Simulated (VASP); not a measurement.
# Li16H16O (a cell with a defect) in VASP: further runs, part 2 of 2

VASP 6.6.1.

### 3 Single point, PBE (with an interstitial atom, then relaxed in part)

Contents of INCAR:

```
SYSTEM = Li16H16O
ALGO = Normal
EDIFF = 1E-6
ENCUT = 520
GGA = PE
ISIF = 2
ISMEAR = 0
LASPH = .TRUE.
LCHARG = .FALSE.
LREAL = Auto
LWAVE = .FALSE.
NBANDS = 57
NELECT = 72.0
NELM = 100
PREC = Accurate
SIGMA = 0.01
```

Contents of KPOINTS:

```
Automatic mesh
0
Gamma
  2 2 2
  0.5 0.5 0.5
```

Contents of POSCAR:

```
Li16H16O
1.0
   -4.0071000518      4.0071000518     -4.0071000518
    4.0071000518     -4.0071000518     -4.0071000518
   -4.0071000518     -4.0071000518      4.0071000518
Li H O
16 16 1
Direct
    0.0018229904      0.2555148957      0.7500000000
    0.7500000000      0.2555148957      1.0018229904
    0.4963080947      0.2444851043      0.2444851043
    0.2555148957      0.0018229904      0.7500000000
    0.2444851043      0.2444851043      0.4963080947
    1.0012869396      1.0012869396      1.0012869396
    0.7500000000      0.0018229904      0.2555148957
    0.4987130604      0.7500000000      0.7500000000
    0.4981770096      0.0036919053      0.4981770096
    0.2555148957      0.7500000000      1.0018229904
    0.0018229904      0.7500000000      0.2555148957
    0.7500000000      0.4987130604      0.7500000000
    0.7500000000      0.7500000000      0.4987130604
    0.4981770096      0.4981770096      1.0036919053
    0.2444851043      0.4963080947      0.2444851043
    0.0036919053      0.4981770096      0.4981770096
    0.7500000000      0.2587420329      0.4888377358
    0.4888377358      0.2587420329      0.7500000000
    0.2412579671      0.2412579671     -0.0199042971
    0.0111622642      0.0111622642      0.5199042971
   -0.0199042971      0.2412579671      0.2412579671
    0.7500000000      0.1005123161      0.7500000000
    0.5199042971      0.0111622642      0.0111622642
    0.2587420329      0.7500000000      0.4888377358
    0.2412579671     -0.0199042971      0.2412579671
    0.1005123161      0.7500000000      0.7500000000
    0.7500000000      0.7500000000      0.1005123161
    0.3994876839      0.3994876839      0.3994876839
    0.4888377358      0.7500000000      0.2587420329
    0.2587420329      0.4888377358      0.7500000000
    0.0111622642      0.5199042971      0.0111622642
    0.7500000000      0.4888377358      0.2587420329
    0.7500000000      0.7500000000      0.7500000000
```

Potentials or basis: VASP PAW PBE potentials, release 64 (Li_sv, H, O).

Run with:

```console
cat potpaw_PBE.64/Li_sv/POTCAR potpaw_PBE.64/H/POTCAR potpaw_PBE.64/O/POTCAR > POTCAR
mpirun -np 1 vasp_std > vasp.out
```

Run time: 40 s. Hardware: 1 thread of Intel Xeon 6975P-C (Granite Rapids), shared host; peak memory 0.37 GiB.

It converged, with:

```yaml
Free_energy: -99.1590 eV
Largest_force: 0.047 eV/Å
```

Forces in eV/Å, atoms in the order of the input:
```
Li  -0.002  0.002 -0.006
Li  -0.002 -0.006  0.002
Li  -0.002  0.006 -0.002
Li   0.002 -0.002 -0.006
Li  -0.002 -0.002  0.006
Li  -0.027 -0.027 -0.027
Li   0.002 -0.006 -0.002
Li   0.027 -0.027  0.027
Li   0.006  0.002  0.002
Li  -0.006 -0.002  0.002
Li  -0.006  0.002 -0.002
Li  -0.027  0.027  0.027
Li   0.027  0.027 -0.027
Li   0.002  0.002  0.006
Li   0.006 -0.002 -0.002
Li   0.002  0.006  0.002
H    0.002  0.004 -0.002
H    0.002 -0.002  0.004
H    0.002  0.002 -0.004
H   -0.002 -0.002 -0.004
H    0.002 -0.004  0.002
H   -0.004  0.004  0.004
H   -0.002 -0.004 -0.002
H    0.004  0.002 -0.002
H   -0.004  0.002  0.002
H    0.004 -0.004  0.004
H    0.004  0.004 -0.004
H   -0.004 -0.004 -0.004
H    0.004 -0.002  0.002
H   -0.002  0.002  0.004
H   -0.004 -0.002 -0.002
H   -0.002  0.004  0.002
O    0.000  0.000  0.000
```

Levels at points of the mesh, in eV from the Fermi level:
```csv
k point,band 32,band 33,band 34,band 35,band 36,band 37,band 38,band 39,band 40,band 41
"(0.25, 0.25, 0.25)",-2.56,-1.15,-0.21,-0.21,-0.21,4.08,4.08,4.08,4.18,4.18
```

Caveat: the k points lie up to 0.55 Å⁻¹ apart; the cell carries a net charge on a neutralising background, which shifts energy and pressure; the cell differs from its parent crystal (with an interstitial atom, then relaxed in part); the cell is charged against a uniform background, so pressure and absolute levels hang on convention.

### 4 Single point, PBE, collinear spin (with an interstitial atom, then relaxed in part)

Contents of INCAR:

```
SYSTEM = Li16H16O
  PREC = Accurate
  ENCUT = 520
  EDIFF = 1E-6
  ISMEAR = 0
  SIGMA = 0.01
  LREAL = Auto
  LASPH = .TRUE.
  NELM = 150
  ALGO = Normal
  ISIF = 2
  LWAVE = .FALSE.
  LCHARG = .FALSE.
  ISPIN = 2
  MAGMOM = 0 0 0 0 0 0.111 0 0.111 0 0 0 0.111 0.111 0 0 0 0 0 0 0 0 0.111 0 0 0 0.111 0.111 0.111 0 0 0 0 0.111
  LORBIT = 11
  GGA = PE
  NELECT = 71.0
  NBANDS = 61
```

KPOINTS is that of step 3.

Contents of POSCAR:

```
Li16H16O
1.0
   -4.0071000518      4.0071000518     -4.0071000518
    4.0071000518     -4.0071000518     -4.0071000518
   -4.0071000518     -4.0071000518      4.0071000518
Li H O
16 16 1
Direct
    0.0031407525      0.2567679061      0.7500000000
    0.7500000000      0.2567679061      1.0031407525
    0.4963728463      0.2432320939      0.2432320939
    0.2567679061      0.0031407525      0.7500000000
    0.2432320939      0.2432320939      0.4963728463
    1.0055704839      1.0055704839      1.0055704839
    0.7500000000      0.0031407525      0.2567679061
    0.4944295161      0.7500000000      0.7500000000
    0.4968592475      0.0036271537      0.4968592475
    0.2567679061      0.7500000000      1.0031407525
    0.0031407525      0.7500000000      0.2567679061
    0.7500000000      0.4944295161      0.7500000000
    0.7500000000      0.7500000000      0.4944295161
    0.4968592475      0.4968592475      1.0036271537
    0.2432320939      0.4963728463      0.2432320939
    0.0036271537      0.4968592475      0.4968592475
    0.7500000000      0.2563518331      0.4918459041
    0.4918459041      0.2563518331      0.7500000000
    0.2436481669      0.2436481669     -0.0145059290
    0.0081540959      0.0081540959      0.5145059290
   -0.0145059290      0.2436481669      0.2436481669
    0.7500000000      0.0820657274      0.7500000000
    0.5145059290      0.0081540959      0.0081540959
    0.2563518331      0.7500000000      0.4918459041
    0.2436481669     -0.0145059290      0.2436481669
    0.0820657274      0.7500000000      0.7500000000
    0.7500000000      0.7500000000      0.0820657274
    0.4179342726      0.4179342726      0.4179342726
    0.4918459041      0.7500000000      0.2563518331
    0.2563518331      0.4918459041      0.7500000000
    0.0081540959      0.5145059290      0.0081540959
    0.7500000000      0.4918459041      0.2563518331
    0.7500000000      0.7500000000      0.7500000000
```

Run with:

```console
cat potpaw_PBE.64/Li_sv/POTCAR potpaw_PBE.64/H/POTCAR potpaw_PBE.64/O/POTCAR > POTCAR
mpirun -np 1 vasp_std > vasp.out
```

Wall time 83 s (1 thread of Intel Xeon 6975P-C (Granite Rapids), shared host); peak memory 0.5 GiB.

Results (log left out):

```
Free energy                                           : -100.1356 eV
Largest force                                         : 0.077 eV/Å
Net moment                                            : 1.00 μB per cell
Site moments                                          : Li +0.00; H +0.01, +0.05 (each value once); O +0.31 μB
Valence electrons inside the program's atomic spheres : Li 2.10; H 0.55; O 5.04
```

Forces on the atoms (eV/Å):
```
Li   0.004 -0.004 -0.008
Li   0.004 -0.008 -0.004
Li   0.004  0.008  0.004
Li  -0.004  0.004 -0.008
Li   0.004  0.004  0.008
Li  -0.044 -0.044 -0.044
Li  -0.004 -0.008  0.004
Li   0.044 -0.044  0.044
Li   0.008 -0.004 -0.004
Li  -0.008  0.004 -0.004
Li  -0.008 -0.004  0.004
Li  -0.044  0.044  0.044
Li   0.044  0.044 -0.044
Li  -0.004 -0.004  0.008
Li   0.008  0.004  0.004
Li  -0.004  0.008 -0.004
H   -0.011  0.010  0.011
H   -0.011  0.011  0.010
H   -0.011 -0.011 -0.010
H    0.011  0.011 -0.010
H   -0.011 -0.010 -0.011
H    0.008 -0.008 -0.008
H    0.011 -0.010  0.011
H    0.010 -0.011  0.011
H   -0.010 -0.011 -0.011
H   -0.008  0.008 -0.008
H   -0.008 -0.008  0.008
H    0.008  0.008  0.008
H    0.010  0.011 -0.011
H    0.011 -0.011  0.010
H   -0.010  0.011  0.011
H    0.011  0.010 -0.011
O    0.000  0.000  0.000
```

Levels at points of the mesh, in eV from the Fermi level:
Spin up:
| k point | band 34 | band 35 | band 36 | band 37 | band 38 | band 39 |
| --- | --- | --- | --- | --- | --- | --- |
| (0.25, 0.25, 0.25) | -0.66 | -0.66 | -0.66 | 4.43 | 4.43 | 4.43 |
Spin down:
```csv
k point,band 33,band 34,band 35,band 36,band 37,band 38
"(0.25, 0.25, 0.25)",-0.91,-0.25,-0.25,-0.25,4.45,4.45
```

Caveat: the k points lie up to 0.55 Å⁻¹ apart; the cell carries a net charge on a neutralising background, which shifts energy and pressure; the cell differs from its parent crystal (with an interstitial atom, then relaxed in part); the cell is charged against a uniform background, so pressure and absolute levels hang on convention.
